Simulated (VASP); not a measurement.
# InO in VASP: a series of runs

The runs below take InO through single point, with PBE.

Everything below comes from runs of VASP 6.6.1. Logs are shortened: lines on timing, memory, paths and dates and some standing lists are left out, and cuts for length are marked.

### Step 1. The cell of the first run

The cell holds a slab with vacuum, 4 atoms: a = 3.626 Å, b = 3.626 Å, c = 16.671 Å, α = 90.00°, β = 90.00°, γ = 120.00°.

### Step 2. Single point, PBE (strain +0.050 along x and y, +0.050 along z)

INCAR

```
PREC = Accurate ; ENCUT = 520
EDIFF = 1E-7 ; ISMEAR = 0
SIGMA = 0.03 ; LREAL = False
LASPH = True ; NELM = 100
ALGO = Normal ; ISIF = 2
LWAVE = False ; LCHARG = True
GGA = PE ; LELF = True
LVHAR = True ; NBANDS = 27
```

KPOINTS

```
Automatic mesh
0
Gamma
  12 12 2
```

POSCAR

```
InO
1.0
    3.6262944914      0.0000000000      0.0000000000
   -1.8131472457      3.1404631511      0.0000000000
    0.0000000000      0.0000000000     16.6709550000
In O
2 2
Direct
    0.6666666667      0.3333333333      0.5900210000
    0.6666666667      0.3333333333      0.4099790000
    0.0000000000      0.0000000000      0.6398670000
    0.0000000000      0.0000000000      0.3601330000
```

Potentials or basis: VASP PAW PBE potentials, release 64 (In_d, O).

Started as:

```console
> cat potpaw_PBE.64/In_d/POTCAR potpaw_PBE.64/O/POTCAR > POTCAR
> mpirun -np 1 vasp_std > vasp.out
```

OUTCAR:

```text
PREC = Accurate
   ENCUT = 520
   EDIFF = 1E-7
   ISMEAR = 0
   LREAL = False
   LASPH = True
   NELM = 100
   ISIF = 2
   GGA = PE

 ion  position               nearest neighbor table
   1  0.667  0.333  0.590-   3 2.25   3 2.25   3 2.25   2 3.00
   2  0.667  0.333  0.410-   4 2.25   4 2.25   4 2.25   1 3.00
   3  0.000  0.000  0.640-   1 2.25   1 2.25   1 2.25
   4  0.000  0.000  0.360-   2 2.25   2 2.25   2 2.25

  LATTYP: Found a hexagonal cell.
 ALAT       =     3.6262944914
 C/A-ratio  =     4.5972424577

  Lattice vectors:

 A1 = (   3.6262944914,   0.0000000000,   0.0000000000)
 A2 = (  -1.8131472457,   3.1404631511,   0.0000000000)
 A3 = (   0.0000000000,   0.0000000000,  16.6709550000)

Analysis of symmetry for initial positions (statically):
=====================================================================
 Subroutine PRICEL returns:
 Original cell was already a primitive cell.

 Routine SETGRP: Setting up the symmetry group for a
 hexagonal supercell.

 Subroutine GETGRP returns: Found 12 space group operations
 (whereof 12 operations were pure point group operations)
 out of a pool of 24 trial point group operations.

The static configuration has the point symmetry D_3h.

Analysis of symmetry for dynamics (positions and initial velocities):
=====================================================================
 Subroutine PRICEL returns:
 Original cell was already a primitive cell.

 Routine SETGRP: Setting up the symmetry group for a
 hexagonal supercell.

 Subroutine GETGRP returns: Found 12 space group operations
 (whereof 12 operations were pure point group operations)
 out of a pool of 24 trial point group operations.

The dynamic configuration has the point symmetry D_3h.

 Subroutine INISYM returns: Found 12 space group operations
 (whereof 12 operations are pure point group operations),
 and found     1 'primitive' translations

----------------------------------------------------------------------------------------

                                     Primitive cell

  volume of cell :     189.8529

  direct lattice vectors                    reciprocal lattice vectors
     3.626294491  0.000000000  0.000000000     0.275763593  0.159212185  0.000000000
    -1.813147246  3.140463151  0.000000000     0.000000000  0.318424370  0.000000000
     0.000000000  0.000000000 16.670955000     0.000000000  0.000000000  0.059984566

  length of vectors
     3.626294491  3.626294491 16.670955000     0.318424370  0.318424370  0.059984566

  position of ions in fractional coordinates (direct lattice)
     0.666666667  0.333333333  0.590021000
     0.666666667  0.333333333  0.409979000
     0.000000000  0.000000000  0.639867000
     0.000000000  0.000000000  0.360133000

  ion indices of the primitive-cell ions
   primitive index   ion index
                 1           1
                 2           2
                 3           3
                 4           4

----------------------------------------------------------------------------------------

 KPOINTS: Automatic mesh

Automatic generation of k-mesh.
 Grid dimensions read from file:
 generate k-points for:   12   12    2

 Generating k-lattice:

  Cartesian coordinates                     Fractional coordinates (reciprocal lattice)
     0.022980299  0.013267682  0.000000000     0.083333333  0.000000000  0.000000000
     0.000000000  0.026535364  0.000000000     0.000000000  0.083333333  0.000000000
     0.000000000  0.000000000  0.029992283     0.000000000  0.000000000  0.500000000

  Length of vectors
     0.026535364  0.026535364  0.029992283

  Shift w.r.t. Gamma in fractional coordinates (k-lattice)
     0.000000000  0.000000000  0.000000000

 Subroutine IBZKPT returns following result:
 ===========================================

 Found     38 irreducible k-points:

 Following reciprocal coordinates:
            Coordinates               Weight
  0.000000  0.000000  0.000000      1.000000
  0.083333 -0.000000  0.000000      6.000000
  0.166667 -0.000000  0.000000      6.000000
  0.250000  0.000000  0.000000      6.000000
  0.333333 -0.000000  0.000000      6.000000
  0.416667 -0.000000  0.000000      6.000000
[... 16 lines left out ...]
  0.250000  0.000000  0.500000      6.000000
  0.333333 -0.000000  0.500000      6.000000
 [... further k-points ...]
   k-points           NKPTS =     38   k-points in BZ     NKDIM =     38   number of bands    NBANDS=     27
   number of dos      NEDOS =    301   number of ions     NIONS =      4
   total plane-waves  NPLWV =  98784
   dimension x,y,z NGX =    28 NGY =   28 NGZ =  126
   dimension x,y,z NGXF=    56 NGYF=   56 NGZF=  252
   ions per type =               2   2
   NGX,Y,Z   is equivalent  to a cutoff of  12.84, 12.84, 12.56 a.u.
   NGXF,Y,Z  is equivalent  to a cutoff of  25.67, 25.67, 25.13 a.u.
 SYSTEM =  unknown system
   PREC   = accura    normal or accurate (medium, high low for compatibility)
   ISTART =      0    job   : 0-new  1-cont  2-samecut
   ICHARG =      2    charge: 1-file 2-atom 10-const
   ISPIN  =      1    spin polarized calculation?
   LNONCOLLINEAR =      F non collinear calculations
   LSORBIT =      F    spin-orbit coupling
   LASPH  =      T    aspherical Exc in radial PAW
   ENCUT  =  520.0 eV  38.22 Ry    6.18 a.u.   6.74  6.74 31.00*2*pi/ulx,y,z
   NELM   =    100;   NELMIN=  2; NELMDL= -5     # of ELM steps
   EDIFF  = 0.1E-06   stopping-criterion for ELM
   LREAL  =      F    real-space projection
   EDIFFG = 0.1E-05   stopping-criterion for IOM
   NSW    =      0    number of steps for IOM
   IBRION =     -1    ionic relax: 0-MD 1-quasi-New 2-CG
   NFREE  =      0    steps in history (QN), initial steepest desc. (CG)
   ISIF   =      2    stress and relaxation
   ISYM   =      2    0-nonsym 1-usesym 2-fastsym
   POTIM  = 0.5000    time-step for ionic-motion
   TEBEG  =    0.0;   TEEND  =   0.0 temperature during run
   PSTRESS=    0.0 pullay stress
   NELECT =      38.0000    total number of electrons
   NUPDOWN=      -1.0000    fix difference up-down
   EMIN   =  10.00;   EMAX   =-10.00  energy-range for DOS
   EFERMI =   0.00;   METHOD = LEGACY
   ISMEAR =     0;   SIGMA  =   0.03  broadening in eV -4-tet -1-fermi 0-gaus
   EFERMI_NEDOS =   21; number of points for ismear=-14 and -15
   IALGO  =     38    algorithm
   IMIX   =      4    mixing-type and parameters
     AMIX     =   0.40;   BMIX     =  1.00
     AMIX_MAG =   1.60;   BMIX_MAG =  1.00
  volume/ion in A,a.u.               =      47.46       320.30
  Fermi-wavevector in a.u.,A,eV,Ry     =   0.957628  1.809655 12.477248  0.917052
  Thomas-Fermi vector in A             =   2.086663
   LORBIT       =      0    0 simple, 1 ext, 2 COOP (PROOUT), +10 PAW based schemes
   GGA     = PE    functional components
   LHFCALC =     F    Hartree Fock is set to
   AEXX    =    0.0000 exact exchange contribution
   IVDW    =     0    specifies the selected vdW correction
   LEPSILON=     F    determine dielectric tensor
   LRPA    =     F    only Hartree local field effects (RPA)
 non-spin polarized calculation
 Gauss-broadening in eV      SIGMA  =   0.03
  energy-cutoff  :      520.00
  volume of cell :      189.85
 maximum number of plane-waves:      5149
 NGX is ok and might be reduce to    28
   NGX = 13   NGY = 13   NGZ = 61

 number of electron      37.9999987 magnetization

 Free energy of the ion-electron system (eV)
  ---------------------------------------------------
  ext. energy  EPLUGINS =         0.00000000
  ---------------------------------------------------
  free energy    TOTEN  =       -19.04803284 eV

  energy without entropy =      -19.04803284  energy(sigma->0) =      -19.04803284

 E-fermi :  -2.3271     XC(G=0):  -4.5142

 val. band max:       -2.4522073664   @ k =   0.3333   0.3333   0.0000
 cond. band min:      -2.2068941108   @ k =   0.0000   0.0000   0.5000
 fundamental gap:      0.2453132556
 Fermi energy:        -2.3271327510

 k-point     1 :       0.0000    0.0000    0.0000
  band No.  band energies     occupation
      1     -19.2792      2.00000
      2     -19.2681      2.00000
      3     -15.8241      2.00000
      4     -15.8241      2.00000
      5     -15.8168      2.00000
      6     -15.7940      2.00000
[... 19 lines left out ...]
     26       6.0633      0.00000
     27       6.0633      0.00000

 k-point     2 :       0.0833   -0.0000    0.0000
  band No.  band energies     occupation
      1     -19.2736      2.00000
      2     -19.2630      2.00000
      3     -15.8652      2.00000
      4     -15.8140      2.00000
      5     -15.7822      2.00000
      6     -15.7796      2.00000
[... 19 lines left out ...]
     26       5.8812      0.00000
     27       5.9724      0.00000

 k-point     3 :       0.1667   -0.0000    0.0000
  band No.  band energies     occupation
      1     -19.2596      2.00000
      2     -19.2504      2.00000
      3     -15.8832      2.00000
      4     -15.7899      2.00000
      5     -15.7503      2.00000
      6     -15.7397      2.00000
[... 19 lines left out ...]
     26       5.7551      0.00000
     27       6.1501      0.00000

 k-point     4 :       0.2500    0.0000    0.0000
  band No.  band energies     occupation
      1     -19.2432      2.00000
      2     -19.2357      2.00000
      3     -15.8816      2.00000
      4     -15.7693      2.00000
      5     -15.7330      2.00000
      6     -15.7090      2.00000
[... 19 lines left out ...]
     26       5.5105      0.00000
     27       6.3048      0.00000

 k-point     5 :       0.3333   -0.0000    0.0000
  band No.  band energies     occupation
      1     -19.2301      2.00000
      2     -19.2237      2.00000
      3     -15.8726      2.00000
      4     -15.7624      2.00000
      5     -15.7472      2.00000
      6     -15.6841      2.00000
[... 19 lines left out ...]
     26       5.5819      0.00000
     27       6.7907      0.00000

 k-point     6 :       0.4167   -0.0000    0.0000
  band No.  band energies     occupation
      1     -19.2224      2.00000
      2     -19.2167      2.00000
      3     -15.8664      2.00000
      4     -15.7624      2.00000
      5     -15.7544      2.00000
      6     -15.6890      2.00000
[... 444 lines left out ...]
      1     -19.2736      2.00000
      2     -19.2630      2.00000
      3     -15.8652      2.00000
      4     -15.8140      2.00000
      5     -15.7822      2.00000
      6     -15.7796      2.00000
[... 19 lines left out ...]
     26       5.9724      0.00000
     27       6.4715      0.00000

 k-point    22 :       0.1667   -0.0000    0.5000
  band No.  band energies     occupation
      1     -19.2595      2.00000
      2     -19.2504      2.00000
      3     -15.8832      2.00000
      4     -15.7899      2.00000
      5     -15.7503      2.00000
      6     -15.7397      2.00000
[... 19 lines left out ...]
     26       5.7551      0.00000
     27       5.9793      0.00000

 k-point    23 :       0.2500    0.0000    0.5000
  band No.  band energies     occupation
      1     -19.2432      2.00000
      2     -19.2357      2.00000
      3     -15.8816      2.00000
      4     -15.7693      2.00000
      5     -15.7330      2.00000
      6     -15.7090      2.00000
[... 19 lines left out ...]
     26       5.5105      0.00000
     27       5.6677      0.00000

 k-point    24 :       0.3333   -0.0000    0.5000
  band No.  band energies     occupation
      1     -19.2301      2.00000
      2     -19.2237      2.00000
      3     -15.8726      2.00000
      4     -15.7624      2.00000
      5     -15.7472      2.00000
      6     -15.6841      2.00000
[... 19 lines left out ...]
     26       5.8469      0.00000
     27       6.2472      0.00000

 [... further k-points ...]
[... 5 lines left out ...]
  --------------------------------------------------------------------------------------
  -------------------------------------------------------------------------------------
  Total       -5.7346582     -5.7346582     -3.0654471      0.0000000      0.0000000      0.0000000
  in kB      -48.3950414    -48.3950414    -25.8694476      0.0000000      0.0000000      0.0000000
  external PRESSURE =     -40.8865101 kB  Pullay stress =       0.0000000 kB

 VOLUME and BASIS-vectors are now :
 -----------------------------------------------------------------------------
  energy-cutoff  :      520.00
  volume of cell :      189.85
      direct lattice vectors                 reciprocal lattice vectors
     3.626294491  0.000000000  0.000000000     0.275763593  0.159212185  0.000000000
    -1.813147246  3.140463151  0.000000000     0.000000000  0.318424370  0.000000000
     0.000000000  0.000000000 16.670955000     0.000000000  0.000000000  0.059984566

 POSITION                                       TOTAL-FORCE (eV/Angst)
 -----------------------------------------------------------------------------------
      1.81315      1.04682      9.83621         0.000000     -0.000000      0.464918
      1.81315      1.04682      6.83474         0.000000     -0.000000     -0.464918
      0.00000      0.00000     10.66719        -0.000000      0.000000     -0.941754
      0.00000      0.00000      6.00376        -0.000000      0.000000      0.941754
 -----------------------------------------------------------------------------------
    total drift:                               -0.000000      0.000000      0.000000

  FREE ENERGIE OF THE ION-ELECTRON SYSTEM (eV)
  ---------------------------------------------------
  free  energy   TOTEN  =       -19.0480328428 eV

  energy  without entropy=      -19.0480328428  energy(sigma->0) =      -19.04803284
```

Run time: 6.7 min. Hardware: 1 thread of Intel Xeon 6975P-C, shared host; peak memory 0.39 GiB.

What came out:

- Free energy: -19.0480 eV
- Largest force: 0.942 eV/Å
- Band gap on the k mesh: 0.25 eV, indirect (least direct gap 0.70 eV)

Forces in eV/Å, atoms in the order of the input:
```
In   0.000  0.000  0.465
In   0.000  0.000 -0.465
O    0.000  0.000 -0.942
O    0.000  0.000  0.942
```

Caveat: the cell differs from its parent crystal (strain +0.050 along x and y, +0.050 along z); spin-orbit coupling is left out, which moves the levels of the heavy elements.

(Continued in part 2 of 2.)
